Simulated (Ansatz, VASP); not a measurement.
# One calculation of NaCl, two programs

Contents of INCAR:

```
SYSTEM = NaCl
PREC = Accurate
ENCUT = 520
EDIFF = 1E-6
ISMEAR = 0
SIGMA = 0.05
LREAL = .FALSE.
LASPH = .TRUE.
NELM = 60
ALGO = Normal
ISIF = 2
LWAVE = .FALSE.
LCHARG = .FALSE.
GGA = PS
NBANDS = 14
```

File KPOINTS:

```
Automatic mesh
0
G
  8 8 8
  0 0 0
```

Contents of POSCAR:

```
NaCl
1.0
    0.0000000000      2.6052100000      2.9450200000
    2.6052100000      0.0000000000      2.9450200000
    2.6052100000      2.6052100000      0.0000000000
Na Cl
1 1
Direct
    0.0000000000      0.0000000000      0.0000000000
    0.5000000000      0.5000000000      0.5000000000
```

Input for Ansatz:

```yaml
crystal:
  lattice:
    - [0.0, 2.60521, 2.94502]
    - [2.60521, 0.0, 2.94502]
    - [2.60521, 2.60521, 0.0]
  atoms:
    - { symbol: Na, position: [0.0, 0.0, 0.0] }
    - { symbol: Cl, position: [0.5, 0.5, 0.5] }
basis:
  ecutwfc: 420
kpoints:
  mp_grid: { grid: [8, 8, 8] }
hamiltonian:
  xc: pbesol
scf:
  occupations: { method: gaussian, width: 0.05 }
output:
  forces: true
  stress: true
  eigenvalues: true
```

Change from the starting cell: strain -0.080 along x and y, +0.040 along z, atoms carried along.

Alike in both runs: task single point; functional PBEsol; k mesh 8 × 8 × 8; occupations gaussian, width 0.05 eV; no spin polarisation.

|  | VASP | Ansatz |
| --- | --- | --- |
| version | VASP 6.6.1 | Ansatz 0.2.0 |
| potentials or method | VASP PAW PBE potentials, release 64 (Na_pv, Cl), cutoff 520 eV | scalar-relativistic, plane waves, PAW |
| valence electrons in the cell | 14 | 16 |

Ansatz gave:

- gap on the k mesh at the Fermi level (eV): 5.38
- least direct gap on the mesh (eV): 5.38
- pressure (GPa): 4.3
- traceless stress, the component that is largest in VASP (GPa): -5.04

**Question.** Which values does VASP return?

**Answer.** gap on the k mesh at the Fermi level (eV): 5.38; least direct gap on the mesh (eV): 5.38; pressure (GPa): 4.4; traceless stress, the component that is largest in VASP (GPa): -5.13.

VASP's potentials were made for PBE, not for PBEsol. The functional is the same, so the differences come from potentials, cutoffs and numerics. VASP's potentials hold 14 valence electrons a cell and Ansatz's 16, so a difference there can come from the potentials and not from the codes.
